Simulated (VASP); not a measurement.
# TiAl (P-6m2) in VASP: notebook, part 2 of 3

VASP 6.6.1.

## (3) Single point, LDA, collinear spin, ferromagnetic start

INCAR reads:

```
PREC = Accurate
ENCUT = 520
EDIFF = 1E-6
ISMEAR = 0
SIGMA = 0.15
LREAL = False
LASPH = True
NELM = 150
ALGO = Fast
ISIF = 2
LWAVE = False
LCHARG = False
ISPIN = 2
MAGMOM = 0.25 0
LORBIT = 11
NUPDOWN = 0.25
LMAXMIX = 4
GGA = CA
NBANDS = 18
```

KPOINTS reads:

```
Automatic mesh
0
Gamma
  21 21 12
```

POSCAR reads:

```
TiAl
1.0
    2.6946785905      0.0000000000      0.0000000000
   -1.3473392953      2.3336601144      0.0000000000
    0.0000000000      0.0000000000      4.3985304247
Ti Al
1 1
Direct
    0.0000000000      0.0000000000      0.0000000000
    0.3333333333      0.6666666667      0.5000000000
```

Potentials or basis: VASP PAW LDA potentials, release 64 (Ti_sv, Al).

Command:

```console
> cat potpaw_LDA.64/Ti_sv/POTCAR potpaw_LDA.64/Al/POTCAR > POTCAR
> mpirun -np 1 vasp_std > vasp.out
```

Wall time 7.2 min (1 thread of Oxide Virtual Turin-like, shared host); peak memory 0.3 GiB.

The run converged. Its results:

```yaml
Free_energy: -13.0499 eV
Pressure: 19.2 GPa
Net_moment: 0.25 μB per cell
Site_moments: Ti +0.14; Al +0.01 μB
Valence_electrons_inside_the_program's_atomic_spheres: Ti 10.54; Al 0.91
```

Stress tensor (GPa, compression positive):
```
18.08  0.00  0.00
 0.00 18.08  0.00
 0.00  0.00 21.47
```

Caveat: the total moment is fixed, so each spin has its own Fermi level.

## (4) Single point, LDA, collinear spin, ferromagnetic start

This run uses another cell than the first one, of 16.34 Å³/atom, 1.182 times its volume.

INCAR reads:

```
PREC     = Accurate       # precision mode
ENCUT    = 520            # plane-wave cutoff, eV
EDIFF    = 1E-6           # SCF threshold, eV
ISMEAR   = 0              # smearing method
SIGMA    = 0.15           # smearing width, eV
LREAL    = F              # projectors in reciprocal space
LASPH    = T              # aspherical terms in the spheres
NELM     = 150            # most SCF steps
ALGO     = Normal         # electronic algorithm
ISIF     = 2              # what is computed and relaxed
LWAVE    = F              # write WAVECAR
LCHARG   = T              # write CHGCAR
ISPIN    = 2              # spin polarisation
MAGMOM   = 1 0            # initial moments
LORBIT   = 11             # projections on sites
NUPDOWN  = 1.0            # fixed moment
LMAXMIX  = 4              # l up to which the mixer works
GGA      = CA             # functional
LELF     = T              # ELF
LVHAR    = T            
NBANDS   = 18             # bands
```

KPOINTS reads:

```
regular mesh
0
Gamma
  21 21 12
```

POSCAR reads:

```
TiAl
1.0
    2.8490138039      0.0000000000      0.0000000000
   -1.4245069020      2.4673183299      0.0000000000
    0.0000000000      0.0000000000      4.6504521693
Ti Al
1 1
Direct
    0.0000000000      0.0000000000      0.0000000000
    0.3333333333      0.6666666667      0.5000000000
```

Potentials or basis: VASP PAW LDA potentials, release 64 (Ti_sv, Al).

Command:

```console
> cat potpaw_LDA.64/Ti_sv/POTCAR potpaw_LDA.64/Al/POTCAR > POTCAR
> mpirun -np 1 vasp_std > vasp.out
```

OUTCAR:

```text
PREC = Accurate
   ENCUT = 520
   EDIFF = 1E-6
   ISMEAR = 0
   LREAL = F
   LASPH = T
   NELM = 150
   ISIF = 2
   ISPIN = 2
   LORBIT = 11
   NUPDOWN = 1.0
   GGA = CA

 ion  position               nearest neighbor table
   1  0.000  0.000  0.000-   2 2.85   2 2.85   2 2.85   2 2.85   2 2.85   2 2.85
   2  0.333  0.667  0.500-   1 2.85   1 2.85   1 2.85   1 2.85   1 2.85   1 2.85

  LATTYP: Found a hexagonal cell.
 ALAT       =     2.8490138039
 C/A-ratio  =     1.6323024349

  Lattice vectors:

 A1 = (   2.8490138039,   0.0000000000,   0.0000000000)
 A2 = (  -1.4245069020,   2.4673183299,   0.0000000000)
 A3 = (   0.0000000000,   0.0000000000,   4.6504521693)

Analysis of symmetry for initial positions (statically):
=====================================================================
 Subroutine PRICEL returns:
 Original cell was already a primitive cell.

 Routine SETGRP: Setting up the symmetry group for a
 hexagonal supercell.

 Subroutine GETGRP returns: Found 12 space group operations
 (whereof 12 operations were pure point group operations)
 out of a pool of 24 trial point group operations.

The static configuration has the point symmetry D_3h.

Analysis of symmetry for dynamics (positions and initial velocities):
=====================================================================
 Subroutine PRICEL returns:
 Original cell was already a primitive cell.

 Routine SETGRP: Setting up the symmetry group for a
 hexagonal supercell.

 Subroutine GETGRP returns: Found 12 space group operations
 (whereof 12 operations were pure point group operations)
 out of a pool of 24 trial point group operations.

The dynamic configuration has the point symmetry D_3h.

Analysis of structural, dynamic, and magnetic symmetry:
=====================================================================
 Subroutine PRICEL returns:
 Original cell was already a primitive cell.

 Routine SETGRP: Setting up the symmetry group for a
 hexagonal supercell.

 Subroutine GETGRP returns: Found 12 space group operations
 (whereof 12 operations were pure point group operations)
 out of a pool of 24 trial point group operations.

The overall configuration has the point symmetry D_3h.

 Subroutine INISYM returns: Found 12 space group operations
 (whereof 12 operations are pure point group operations),
 and found     1 'primitive' translations

----------------------------------------------------------------------------------------

                                     Primitive cell

  volume of cell :      32.6900

  direct lattice vectors                    reciprocal lattice vectors
     2.849013804  0.000000000  0.000000000     0.350998650  0.202649165  0.000000000
    -1.424506902  2.467318330  0.000000000     0.000000000  0.405298331  0.000000000
     0.000000000  0.000000000  4.650452169     0.000000000  0.000000000  0.215032853

  length of vectors
     2.849013804  2.849013804  4.650452169     0.405298331  0.405298331  0.215032853

  position of ions in fractional coordinates (direct lattice)
     0.000000000  0.000000000  0.000000000
[... 62 lines left out ...]
   total plane-waves  NPLWV =  20736
   dimension x,y,z NGX =    24 NGY =   24 NGZ =   36
   dimension x,y,z NGXF=    48 NGYF=   48 NGZF=   72
   ions per type =               1   1
   NGX,Y,Z   is equivalent  to a cutoff of  14.00, 14.00, 12.87 a.u.
   NGXF,Y,Z  is equivalent  to a cutoff of  28.01, 28.01, 25.74 a.u.
 SYSTEM =  unknown system
   PREC   = accura    normal or accurate (medium, high low for compatibility)
   ISTART =      0    job   : 0-new  1-cont  2-samecut
   ICHARG =      2    charge: 1-file 2-atom 10-const
   ISPIN  =      2    spin polarized calculation?
   LNONCOLLINEAR =      F non collinear calculations
   LSORBIT =      F    spin-orbit coupling
   LASPH  =      T    aspherical Exc in radial PAW
   ENCUT  =  520.0 eV  38.22 Ry    6.18 a.u.   5.30  5.30  8.65*2*pi/ulx,y,z
   NELM   =    150;   NELMIN=  2; NELMDL= -5     # of ELM steps
   EDIFF  = 0.1E-05   stopping-criterion for ELM
   LREAL  =      F    real-space projection
   EDIFFG = 0.1E-04   stopping-criterion for IOM
   NSW    =      0    number of steps for IOM
   IBRION =     -1    ionic relax: 0-MD 1-quasi-New 2-CG
   NFREE  =      0    steps in history (QN), initial steepest desc. (CG)
   ISIF   =      2    stress and relaxation
   ISYM   =      2    0-nonsym 1-usesym 2-fastsym
   POTIM  = 0.5000    time-step for ionic-motion
   TEBEG  =    0.0;   TEEND  =   0.0 temperature during run
   PSTRESS=    0.0 pullay stress
   NELECT =      15.0000    total number of electrons
   NUPDOWN=       1.0000    fix difference up-down
   EMIN   =  10.00;   EMAX   =-10.00  energy-range for DOS
   EFERMI =   0.00;   METHOD = LEGACY
   ISMEAR =     0;   SIGMA  =   0.15  broadening in eV -4-tet -1-fermi 0-gaus
   EFERMI_NEDOS =   21; number of points for ismear=-14 and -15
   IALGO  =     38    algorithm
   IMIX   =      4    mixing-type and parameters
     AMIX     =   0.40;   BMIX     =  1.00
     AMIX_MAG =   1.60;   BMIX_MAG =  1.00
  volume/ion in A,a.u.               =      16.34       110.30
  Fermi-wavevector in a.u.,A,eV,Ry     =   1.262700  2.386158 21.693292  1.594412
  Thomas-Fermi vector in A             =   2.396095
   LORBIT       =     11    0 simple, 1 ext, 2 COOP (PROOUT), +10 PAW based schemes
   GGA     = CA    functional components
   LHFCALC =     F    Hartree Fock is set to
   AEXX    =    0.0000 exact exchange contribution
   IVDW    =     0    specifies the selected vdW correction
   LEPSILON=     F    determine dielectric tensor
   LRPA    =     F    only Hartree local field effects (RPA)
 spin polarized calculation
 Gauss-broadening in eV      SIGMA  =   0.15
  energy-cutoff  :      520.00
  volume of cell :       32.69
 maximum number of plane-waves:       893
 NGX is ok and might be reduce to    24
   NGX = 11   NGY = 11   NGZ = 17

 number of electron      15.0000003 magnetization       1.0000000

 Free energy of the ion-electron system (eV)
  ---------------------------------------------------
  ext. energy  EPLUGINS =         0.00000000
  ---------------------------------------------------
  free energy    TOTEN  =       -13.14289457 eV

  energy without entropy =      -13.12494121  energy(sigma->0) =      -13.13391789

 E-fermi :   7.7197     XC(G=0): -11.2236

 val. band max:        8.2470901394   @ k =   0.3333   0.1905   0.3333
 cond. band min:       7.7266249082   @ k =   0.3810   0.1429   0.2500
 fundamental gap:     -0.5204652312
 Fermi energy:         8.2609277905

 spin component 1

 k-point     1 :       0.0000    0.0000    0.0000
  band No.  band energies     occupation
      1     -48.1234      1.00000
      2     -24.8340      1.00000
      3     -24.3863      1.00000
      4     -24.3863      1.00000
      5      -1.2660      1.00000
      6       5.2774      1.00000
[... 493 lines left out ...]
     17      23.0290      0.00000
     18      24.1108      0.00000

 [... further k-points ...]

 spin component 2

 k-point     1 :       0.0000    0.0000    0.0000
  band No.  band energies     occupation
      1     -47.6206      1.00000
      2     -24.3817      1.00000
      3     -23.8612      1.00000
      4     -23.8612      1.00000
      5      -1.0322      1.00000
      6       5.8480      1.00000
[... 493 lines left out ...]
     17      23.3092      0.00000
     18      24.4957      0.00000

 [... further k-points ...]
[... 5 lines left out ...]
  --------------------------------------------------------------------------------------
  -------------------------------------------------------------------------------------
  Total       -0.3873411     -0.3873411     -1.2770742      0.0000000      0.0000000      0.0000000
  in kB      -18.9840645    -18.9840645    -62.5909877      0.0000000      0.0000000      0.0000000
  external PRESSURE =     -33.5197056 kB  Pullay stress =       0.0000000 kB

 VOLUME and BASIS-vectors are now :
 -----------------------------------------------------------------------------
  energy-cutoff  :      520.00
  volume of cell :       32.69
      direct lattice vectors                 reciprocal lattice vectors
     2.849013804  0.000000000  0.000000000     0.350998650  0.202649165  0.000000000
    -1.424506902  2.467318330  0.000000000     0.000000000  0.405298331  0.000000000
     0.000000000  0.000000000  4.650452169     0.000000000  0.000000000  0.215032853

 POSITION                                       TOTAL-FORCE (eV/Angst)
 -----------------------------------------------------------------------------------
      0.00000      0.00000      0.00000         0.000000     -0.000000      0.000000
     -0.00000      1.64488      2.32523        -0.000000      0.000000      0.000000
 -----------------------------------------------------------------------------------
    total drift:                                0.000000     -0.000000      0.000000

  FREE ENERGIE OF THE ION-ELECTRON SYSTEM (eV)
  ---------------------------------------------------
  free  energy   TOTEN  =       -13.1428945692 eV

  energy  without entropy=      -13.1249412148  energy(sigma->0) =      -13.13391789

 total charge

# of ion       s       p       d       tot
------------------------------------------
    1        2.223   6.131   1.958  10.312
    2        0.439   0.388   0.000   0.826
--------------------------------------------------
tot          2.661   6.518   1.958  11.138

 magnetization (x)

# of ion       s       p       d       tot
------------------------------------------
    1        0.008   0.049   0.555   0.612
    2        0.002   0.022   0.000   0.024
--------------------------------------------------
tot          0.010   0.071   0.555   0.636
```

Wall time 5.8 min (1 thread of Oxide Virtual Turin-like, shared host); peak memory 0.34 GiB.

What came out:

```
Free energy                                           : -13.1429 eV
Pressure                                              : -3.4 GPa
Net moment                                            : 1.00 μB per cell
Site moments                                          : Ti +0.61; Al +0.02 μB
Valence electrons inside the program's atomic spheres : Ti 10.31; Al 0.83
```

Caveat: the total moment is fixed, so each spin has its own Fermi level.

[end of part 2 of 3]
